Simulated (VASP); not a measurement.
# C in VASP: further runs, part 2 of 2

VASP 6.6.1.

### Step 4. Single point, PBE+D3(BJ)

This run uses another cell than the first one, of 8.71 Å³/atom, 0.861 times its volume.

Input file INCAR:

```
PREC = Accurate
ENCUT = 520
EDIFF = 1E-6
ISMEAR = 0
SIGMA = 0.15
LREAL = False
LASPH = True
NELM = 100
ALGO = Normal
ISIF = 2
LWAVE = False
LCHARG = False
GGA = PE
IVDW = 12
NBANDS = 11
```

Input file KPOINTS:

```
Automatic mesh
0
Gamma
  21 21 12
```

Input file POSCAR:

```
C
1.0
    2.4030435525      0.0000000000      0.0000000000
   -1.2015217762      2.0810967628      0.0000000000
    0.0000000000      0.0000000000      3.4826705289
C
2
Direct
    0.3333333333      0.6666666667      0.0000000000
    0.6666666667      0.3333333333      0.0000000000
```

Potentials or basis: VASP PAW PBE potentials, release 64 (C).

Launch:

```bash
cat potpaw_PBE.64/C/POTCAR > POTCAR
mpirun -np 1 vasp_std > vasp.out
```

OUTCAR:

```text
PREC = Accurate
   ENCUT = 520
   EDIFF = 1E-6
   ISMEAR = 0
   LREAL = False
   LASPH = True
   NELM = 100
   ISIF = 2
   GGA = PE
   IVDW = 12
 IVDW          = 12

 ion  position               nearest neighbor table
   1  0.333  0.667  0.000-   2 1.39   2 1.39   2 1.39
   2  0.667  0.333  0.000-   1 1.39   1 1.39   1 1.39

  LATTYP: Found a hexagonal cell.
 ALAT       =     2.4030435525
 C/A-ratio  =     1.4492748270

  Lattice vectors:

 A1 = (   2.4030435525,   0.0000000000,   0.0000000000)
[... 524 lines left out ...]

 Edisp (eV)   -0.29511

 E8    (eV) :    -0.0832

  FORCE on cell =-STRESS in cart. coord.  units (eV):
  Direction    XX          YY          ZZ          XY          YZ          ZX
  --------------------------------------------------------------------------------------
  -------------------------------------------------------------------------------------
  Total       4.00077     4.00077     0.06818     0.00000     0.00000    -0.00000
  in kB     368.03373   368.03373     6.27208     0.00000     0.00000    -0.00000
  external pressure =      247.45 kB  Pullay stress =        0.00 kB

 VOLUME and BASIS-vectors are now :
 -----------------------------------------------------------------------------
  energy-cutoff  :      520.00
  volume of cell :       17.42
      direct lattice vectors                 reciprocal lattice vectors
     2.403043552  0.000000000  0.000000000     0.416138941  0.240257930  0.000000000
    -1.201521776  2.081096763  0.000000000     0.000000000  0.480515860  0.000000000
     0.000000000  0.000000000  3.482670529     0.000000000  0.000000000  0.287135976

 POSITION                                       TOTAL-FORCE (eV/Angst)
 -----------------------------------------------------------------------------------
     -0.00000      1.38740      0.00000         0.000000     -0.000000      0.000000
      1.20152      0.69370      0.00000        -0.000000      0.000000     -0.000000
 -----------------------------------------------------------------------------------
    total drift:                                0.000000     -0.000000      0.000000

  FREE ENERGIE OF THE ION-ELECTRON SYSTEM (eV)
  ---------------------------------------------------
  free  energy   TOTEN  =       -18.6152292831 eV

  energy  without entropy=      -18.6150729434  energy(sigma->0) =      -18.61515111
```

It took 21 s on 1 thread of Intel Xeon 6975P-C (Granite Rapids), shared host; peak memory 0.17 GiB.

What came out:

```
Free energy                : -18.6152 eV
Pressure                   : 24.7 GPa
Band gap on the k mesh     : zero (band 4 reaches 5.38 eV, above the bottom of band 5 at 4.34 eV)
Dispersion energy per atom : -0.148 eV
```

### Step 5. Single point, PBE+D3(BJ)

This run uses another cell than the first one, of 8.93 Å³/atom, 0.883 times its volume.

Input file INCAR:

```
SYSTEM = C
ALGO     = Normal         ! electronic algorithm
EDIFF    = 1E-6           ! SCF threshold, eV
ENCUT    = 520            ! plane-wave cutoff, eV
GGA      = PE             ! functional
ISIF     = 2              ! what is computed and relaxed
ISMEAR   = 0              ! smearing method
IVDW     = 12             ! dispersion correction
LASPH    = .TRUE.         ! aspherical terms in the spheres
LCHARG   = .FALSE.        ! write CHGCAR
LREAL    = .FALSE.        ! projectors in reciprocal space
LWAVE    = .FALSE.        ! write WAVECAR
NBANDS   = 11             ! bands
NELM     = 100            ! most SCF steps
PREC     = Accurate       ! precision mode
SIGMA    = 0.15           ! smearing width, eV
```

Input file KPOINTS:

```
k-points
0
G
  21 21 12
  0 0 0
```

Input file POSCAR:

```
C
1.0
    2.4235002309      0.0000000000      0.0000000000
   -1.2117501155      2.0988127660      0.0000000000
    0.0000000000      0.0000000000      3.5123178780
C
2
Direct
    0.3333333333      0.6666666667      0.0000000000
    0.6666666667      0.3333333333      0.0000000000
```

Launch:

```bash
cat potpaw_PBE.64/C/POTCAR > POTCAR
mpirun -np 1 vasp_std > vasp.out
```

Run time: 21 s. Hardware: 1 thread of Intel Xeon 6975P-C (Granite Rapids), shared host; peak memory 0.17 GiB.

Results (log left out):

```
Free energy                : -18.6722 eV
Pressure                   : 15.8 GPa
Band gap on the k mesh     : zero (band 4 reaches 5.13 eV, above the bottom of band 5 at 4.13 eV)
Dispersion energy per atom : -0.147 eV
```

Stress tensor (GPa, compression positive):
```
23.60  0.00  0.00
 0.00 23.60  0.00
 0.00  0.00  0.35
```

Levels at points of the mesh, in eV from the Fermi level:
| k point | band 2 | band 3 | band 4 | band 5 | band 6 | band 7 |
| --- | --- | --- | --- | --- | --- | --- |
| (0.00, 0.00, 0.00) | -7.16 | -3.00 | -3.00 | 3.75 | 8.64 | 8.64 |
| (0.00, 0.00, 0.50) | -8.68 | -2.98 | -2.98 | 8.71 | 8.71 | 9.36 |

### Step 6. Summary

```tsv
cell	gap on the mesh (eV)	pressure (GPa)
a = 2.526, b = 2.526, c = 3.661 Å, angles 90.0, 90.0, 120.0°, 2 atoms	none	-15.1
a = 2.403, b = 2.403, c = 3.483 Å, angles 90.0, 90.0, 120.0°, 2 atoms	none	24.7
a = 2.424, b = 2.424, c = 3.512 Å, angles 90.0, 90.0, 120.0°, 2 atoms	none	15.8
```

Some of these runs hold the atoms at other places in the same cell, which the table doesn't show; runs alike in all that it shows share one row.

Alike in all rows: task single point; level PBE+D3(BJ); potentials or basis VASP PAW PBE potentials, release 64 (C); no spin polarisation; k mesh 21 × 21 × 12; cutoff (eV) 520; smearing gaussian 0.15 eV.

Caveats: forces of over 1 eV/Å act on the atoms, so gaps and moduli don't describe the material at rest (some runs).

Absolute energies hang on the potentials; compare differences alone.
